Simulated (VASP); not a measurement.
Set up this calculation in VASP 6.6.1, as the native input.

```yaml
Task: single point
Functional: PBE
Potentials_or_basis: VASP PAW PBE potentials, release 64 (Fe, O)
Cutoff: 520 eV
k_mesh: 7 × 7 × 7
Occupations: fermi-dirac, width 0.05 eV
Spin: collinear spin, ferromagnetic start
Starting_moments: "[3.0, 3.0, 3.0, 3.0, 0.0, 0.0, 0.0, 0.0, 0.0, 0.0] μB"
Dipole_correction: no
Further_INCAR_settings: ALGO = Normal; EDIFF = 1e-07; NBANDS = 49
```

The structure of Fe2O3 (Hematite) lies in POSCAR:

```
Fe2O3
1.0
    2.5190000000      1.4543453281      4.5906666667
   -2.5190000000      1.4543453281      4.5906666667
    0.0000000000     -2.9086906562      4.5906666667
Fe O
4 6
Direct
    0.3553000000      0.3553000000      0.3553000000
    0.1447000000      0.1447000000      0.1447000000
    0.6447000000      0.6447000000      0.6447000000
    0.8553000000      0.8553000000      0.8553000000
    0.5559000000      0.2500000000      0.9441000000
    0.2500000000      0.9441000000      0.5559000000
    0.9441000000      0.5559000000      0.2500000000
    0.4441000000      0.7500000000      0.0559000000
    0.7500000000      0.0559000000      0.4441000000
    0.0559000000      0.4441000000      0.7500000000
```

One way to write it, as run:

INCAR

```
PREC = Accurate ; ENCUT = 520
EDIFF = 1E-7 ; ISMEAR = -1
SIGMA = 0.05 ; LREAL = F
LASPH = T ; NELM = 150
ALGO = Normal ; ISIF = 2
LWAVE = F ; LCHARG = F
ISPIN = 2 ; MAGMOM = 3 3 3 3 0 0 0 0 0 0
LORBIT = 11 ; LMAXMIX = 4
GGA = PE ; NBANDS = 49
```

KPOINTS

```
regular mesh
0
Gamma
  7 7 7
```

Potentials or basis: VASP PAW PBE potentials, release 64 (Fe, O).

Run with:

```console
$ cat potpaw_PBE.64/Fe/POTCAR potpaw_PBE.64/O/POTCAR > POTCAR
$ mpirun -np 1 vasp_std > vasp.out
```

It gave:

- Pressure: -4.8 GPa
- Largest force: 0.915 eV/Å
- Net moment: 13.54 μB per cell
- Site moments: Fe +3.08; O +0.14 μB
- Valence electrons inside the program's atomic spheres: Fe 6.88; O 4.97

Caveat: only a ferromagnetic start was run, and an antiferromagnetic order may lie lower in energy.

Run time: 15 min on 1 thread of Intel(R) Xeon(R) Platinum 8259CL CPU @ 2.50GHz (Skylake/Cascade Lake) (shared host), peak memory 0.48 GiB.
